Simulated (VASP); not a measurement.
# MnH7 (Im-3m) in VASP: further runs, part 2 of 2

VASP 6.6.1.

## Step 3: Relaxation of cell and atoms, PBE, collinear spin, ferromagnetic start

This run uses another cell than the first one, of 8.60 Å³/atom.

Contents of INCAR:

```
SYSTEM = MnH7
ALGO = Normal
EDIFF = 1E-7
EDIFFG = -0.04
ENCUT = 600
GGA = PE
IBRION = 2
ISIF = 3
ISMEAR = 0
ISPIN = 2
LASPH = .True.
LCHARG = .False.
LMAXMIX = 4
LORBIT = 11
LREAL = .False.
LWAVE = .False.
MAGMOM = 4 0 0 0 0 0 0 0
NELM = 150
NSW = 90
PREC = Accurate
SIGMA = 0.1
```

Contents of KPOINTS:

```
k-points
0
Gamma
  6 6 6
  0 0 0
```

Contents of POSCAR:

```
MnH7
1.0
   -2.5811871600      2.5811871600      2.5811871600
    2.5811871600     -2.5811871600      2.5811871600
    2.5811871600      2.5811871600     -2.5811871600
Mn H
1 7
Direct
    0.0000000000      0.0000000000      0.0000000000
    0.0000000000      0.5000000000      0.5000000000
    0.5000000000      0.5000000000      0.0000000000
    0.5000000000      0.0000000000      0.5000000000
    0.0000000000      0.0000000000      0.5000000000
    0.0000000000      0.5000000000      0.0000000000
    0.5000000000      0.0000000000      0.0000000000
    0.5000000000      0.5000000000      0.5000000000
```

Potentials or basis: VASP PAW PBE potentials, release 64 (Mn_pv, H).

Launch:

```bash
> cat potpaw_PBE.64/Mn_pv/POTCAR potpaw_PBE.64/H/POTCAR > POTCAR
> mpirun -np 1 vasp_std > vasp.out
```

OUTCAR:

```text
SYSTEM = MnH7
   EDIFF = 1E-7
   EDIFFG = -0.04
   ENCUT = 600
   GGA = PE
   IBRION = 2
   ISIF = 3
   ISMEAR = 0
   ISPIN = 2
   LASPH = .True.
   LORBIT = 11
   LREAL = .False.
   NELM = 150
   NSW = 90
   PREC = Accurate

 ion  position               nearest neighbor table
   1  0.000  0.000  0.000-
   2  0.000  0.500  0.500-
   3  0.500  0.500  0.000-
   4  0.500  0.000  0.500-
   5  0.000  0.000  0.500-
   6  0.000  0.500  0.000-
   7  0.500  0.000  0.000-
   8  0.500  0.500  0.500-

  LATTYP: Found a body centered cubic cell.
 ALAT       =     5.1623743200

  Lattice vectors:

 A1 = (  -2.5811871600,   2.5811871600,   2.5811871600)
 A2 = (   2.5811871600,  -2.5811871600,   2.5811871600)
 A3 = (   2.5811871600,   2.5811871600,  -2.5811871600)

Analysis of symmetry for initial positions (statically):
=====================================================================
 Subroutine PRICEL returns:
 Original cell was already a primitive cell.

 Routine SETGRP: Setting up the symmetry group for a
 body centered cubic supercell.

 Subroutine GETGRP returns: Found 48 space group operations
 (whereof 48 operations were pure point group operations)
 out of a pool of 48 trial point group operations.

The static configuration has the point symmetry O_h .

Analysis of symmetry for dynamics (positions and initial velocities):
=====================================================================
 Subroutine PRICEL returns:
 Original cell was already a primitive cell.

 Routine SETGRP: Setting up the symmetry group for a
 body centered cubic supercell.

 Subroutine GETGRP returns: Found 48 space group operations
 (whereof 48 operations were pure point group operations)
 out of a pool of 48 trial point group operations.

The dynamic configuration has the point symmetry O_h .

Analysis of structural, dynamic, and magnetic symmetry:
=====================================================================
 Subroutine PRICEL returns:
 Original cell was already a primitive cell.

 Routine SETGRP: Setting up the symmetry group for a
 body centered cubic supercell.

 Subroutine GETGRP returns: Found 48 space group operations
 (whereof 48 operations were pure point group operations)
 out of a pool of 48 trial point group operations.

The overall configuration has the point symmetry O_h .

 Subroutine INISYM returns: Found 48 space group operations
 (whereof 48 operations are pure point group operations),
 and found     1 'primitive' translations

----------------------------------------------------------------------------------------

                                     Primitive cell

  volume of cell :      68.7889

  direct lattice vectors                    reciprocal lattice vectors
    -2.581187160  2.581187160  2.581187160     0.000000000  0.193709316  0.193709316
     2.581187160 -2.581187160  2.581187160     0.193709316  0.000000000  0.193709316
     2.581187160  2.581187160 -2.581187160     0.193709316  0.193709316  0.000000000

  length of vectors
     4.470747305  4.470747305  4.470747305     0.273946342  0.273946342  0.273946342

  position of ions in fractional coordinates (direct lattice)
     0.000000000  0.000000000  0.000000000
     0.000000000  0.500000000  0.500000000
     0.500000000  0.500000000  0.000000000
[... 34 lines left out ...]

  Shift w.r.t. Gamma in fractional coordinates (k-lattice)
     0.000000000  0.000000000  0.000000000

 Subroutine IBZKPT returns following result:
 ===========================================

 Found     16 irreducible k-points:

 Following reciprocal coordinates:
            Coordinates               Weight
  0.000000  0.000000  0.000000      1.000000
  0.166667  0.000000  0.000000     12.000000
  0.333333  0.000000  0.000000     12.000000
  0.500000  0.000000  0.000000      6.000000
  0.166667  0.166667  0.000000     24.000000
  0.333333  0.166667  0.000000     48.000000
[... 8 lines left out ...]
  0.500000  0.500000  0.333333     12.000000
  0.500000  0.500000  0.500000      1.000000
   k-points           NKPTS =     16   k-points in BZ     NKDIM =     16   number of bands    NBANDS=     17
   number of dos      NEDOS =    301   number of ions     NIONS =      8
   total plane-waves  NPLWV =  46656
   dimension x,y,z NGX =    36 NGY =   36 NGZ =   36
   dimension x,y,z NGXF=    72 NGYF=   72 NGZF=   72
   ions per type =               1   7
   NGX,Y,Z   is equivalent  to a cutoff of  13.39, 13.39, 13.39 a.u.
   NGXF,Y,Z  is equivalent  to a cutoff of  26.77, 26.77, 26.77 a.u.
 SYSTEM =  MnH7
   PREC   = accura    normal or accurate (medium, high low for compatibility)
   ISTART =      0    job   : 0-new  1-cont  2-samecut
   ICHARG =      2    charge: 1-file 2-atom 10-const
   ISPIN  =      2    spin polarized calculation?
   LNONCOLLINEAR =      F non collinear calculations
   LSORBIT =      F    spin-orbit coupling
   LASPH  =      T    aspherical Exc in radial PAW
   ENCUT  =  600.0 eV  44.10 Ry    6.64 a.u.   8.93  8.93  8.93*2*pi/ulx,y,z
   NELM   =    150;   NELMIN=  2; NELMDL= -5     # of ELM steps
   EDIFF  = 0.1E-06   stopping-criterion for ELM
   LREAL  =      F    real-space projection
   EDIFFG = -.4E-01   stopping-criterion for IOM
   NSW    =     90    number of steps for IOM
   IBRION =      2    ionic relax: 0-MD 1-quasi-New 2-CG
   NFREE  =      1    steps in history (QN), initial steepest desc. (CG)
   ISIF   =      3    stress and relaxation
   ISYM   =      2    0-nonsym 1-usesym 2-fastsym
   POTIM  = 0.5000    time-step for ionic-motion
   TEBEG  =    0.0;   TEEND  =   0.0 temperature during run
   PSTRESS=    0.0 pullay stress
   NELECT =      20.0000    total number of electrons
   NUPDOWN=      -1.0000    fix difference up-down
   EMIN   =  10.00;   EMAX   =-10.00  energy-range for DOS
   EFERMI =   0.00;   METHOD = LEGACY
   ISMEAR =     0;   SIGMA  =   0.10  broadening in eV -4-tet -1-fermi 0-gaus
   EFERMI_NEDOS =   21; number of points for ismear=-14 and -15
   IALGO  =     38    algorithm
   IMIX   =      4    mixing-type and parameters
     AMIX     =   0.40;   BMIX     =  1.00
     AMIX_MAG =   1.60;   BMIX_MAG =  1.00
  volume/ion in A,a.u.               =       8.60        58.03
  Fermi-wavevector in a.u.,A,eV,Ry     =   1.084539  2.049482 16.003523  1.176226
  Thomas-Fermi vector in A             =   2.220632
   LORBIT       =     11    0 simple, 1 ext, 2 COOP (PROOUT), +10 PAW based schemes
   GGA     = PE    functional components
   LHFCALC =     F    Hartree Fock is set to
   AEXX    =    0.0000 exact exchange contribution
   IVDW    =     0    specifies the selected vdW correction
   LEPSILON=     F    determine dielectric tensor
   LRPA    =     F    only Hartree local field effects (RPA)
 conjugate gradient relaxation of ions
 spin polarized calculation
 Gauss-broadening in eV      SIGMA  =   0.10
  energy-cutoff  :      600.00
  volume of cell :       68.79
 maximum number of plane-waves:      2330
   NGX = 17   NGY = 17   NGZ = 17

--------------------------------------- Ionic step        1  -------------------------------------------

 number of electron      19.9999992 magnetization       2.9245989

 Free energy of the ion-electron system (eV)
  ---------------------------------------------------
  ext. energy  EPLUGINS =         0.00000000
  ---------------------------------------------------
  free energy    TOTEN  =       -22.37617333 eV

  energy without entropy =      -22.36521546  energy(sigma->0) =      -22.37069439

 E-fermi :  -0.6176     XC(G=0):  -8.8131

 val. band max:       -0.6240219181   @ k =   0.3333   0.0000   0.0000
 cond. band min:      -0.5982599585   @ k =   0.1667   0.1667   0.1667
 fundamental gap:      0.0257619596
 Fermi energy:        -0.6176231796
[... 1464 lines left out ...]
--------------------------------------- Ionic step        5  -------------------------------------------

 number of electron      20.0000005 magnetization      -0.0149923

 Free energy of the ion-electron system (eV)
  ---------------------------------------------------
  ext. energy  EPLUGINS =         0.00000000
  ---------------------------------------------------
  free energy    TOTEN  =       -26.62752282 eV

  energy without entropy =      -26.61047905  energy(sigma->0) =      -26.61900093

 E-fermi :   4.6904     XC(G=0): -11.8765

 val. band max:        4.6192365797   @ k =  -0.3333   0.3333   0.3333
 cond. band min:       4.7210044283   @ k =   0.5000   0.0000   0.0000
 fundamental gap:      0.1017678486
 Fermi energy:         4.6903664157
[... 678 lines left out ...]
  FREE ENERGIE OF THE ION-ELECTRON SYSTEM (eV)
  ---------------------------------------------------
  free  energy   TOTEN  =       -26.6275228187 eV

  energy  without entropy=      -26.6104790490  energy(sigma->0) =      -26.61900093

 reached required accuracy - stopping structural energy minimisation

 total charge

# of ion       s       p       d       tot
------------------------------------------
    1        0.368   6.346   5.317  12.030
    2        0.415   0.020   0.000   0.435
    3        0.415   0.020   0.000   0.435
    4        0.415   0.020   0.000   0.435
    5        0.499   0.025   0.000   0.524
    6        0.499   0.025   0.000   0.524
    7        0.499   0.025   0.000   0.524
    8        0.499   0.025   0.000   0.524
--------------------------------------------------
tot          3.610   6.503   5.317  15.430

 magnetization (x)

# of ion       s       p       d       tot
------------------------------------------
    1       -0.000  -0.000  -0.014  -0.015
    2       -0.000  -0.000   0.000  -0.000
    3       -0.000  -0.000   0.000  -0.000
    4       -0.000  -0.000   0.000  -0.000
    5        0.000  -0.000   0.000   0.000
    6        0.000  -0.000   0.000   0.000
    7        0.000  -0.000   0.000   0.000
    8        0.000  -0.000   0.000   0.000
--------------------------------------------------
tot          0.000  -0.001  -0.014  -0.014
```

Wall time 3.7 min (1 thread of AMD EPYC 7R13 (Zen 3), shared host); peak memory 0.24 GiB.

Results:

```yaml
Free_energy: -26.6275 eV
Relaxed_volume: 4.01 Å³/atom
Relaxed_cell: a = 3.466 Å, b = 3.466 Å, c = 3.466 Å, α = 109.47°, β = 109.47°, γ = 109.47°
Space_group_after_relaxing_to_0.1_Å: Im-3m (No. 229)
Energy_gained_by_relaxing: 531.4 meV/atom
Ionic_steps: 5
Pressure_after_relaxing: 0.2 GPa
Band_gap_on_the_k_mesh: zero (filled and empty bands overlap)
Net_moment: -0.01 μB per cell
Valence_electrons_inside_the_program's_atomic_spheres: Mn 12.03; H 0.43, 0.52 (each value once)
```

The path:
| step | energy change (eV) | largest force (eV/Å) | pressure (GPa) | volume (Å³) |
| --- | --- | --- | --- | --- |
| 1 | 0.0000 | 0.0000 | -21.37 | 68.79 |
| 2 | -1.4954 | 0.0000 | -22.70 | 57.99 |
| 3 | -4.2492 | 0.0000 | -1.76 | 32.49 |
| 4 | -4.2468 | 0.0000 | 2.71 | 31.55 |
| 5 | -4.2513 | 0.0000 | 0.24 | 32.05 |

Final structure:
```
CELL_PARAMETERS angstrom
-2.00099 2.00099 2.00099
2.00099 -2.00099 2.00099
2.00099 2.00099 -2.00099
ATOMIC_POSITIONS crystal
Mn 0.00000 0.00000 0.00000
H 0.00000 0.50000 0.50000
H 0.50000 0.50000 0.00000
H 0.50000 0.00000 0.50000
H 0.00000 0.00000 0.50000
H 0.00000 0.50000 0.00000
H 0.50000 0.00000 0.00000
H 0.50000 0.50000 0.50000
```

Caveat: the volume moved by over 15 % at a fixed basis, so the end points are rough; the moments typed at the start vanished in this run.

The gap in the log of VASP goes by the Fermi energy; the results here count the filled bands.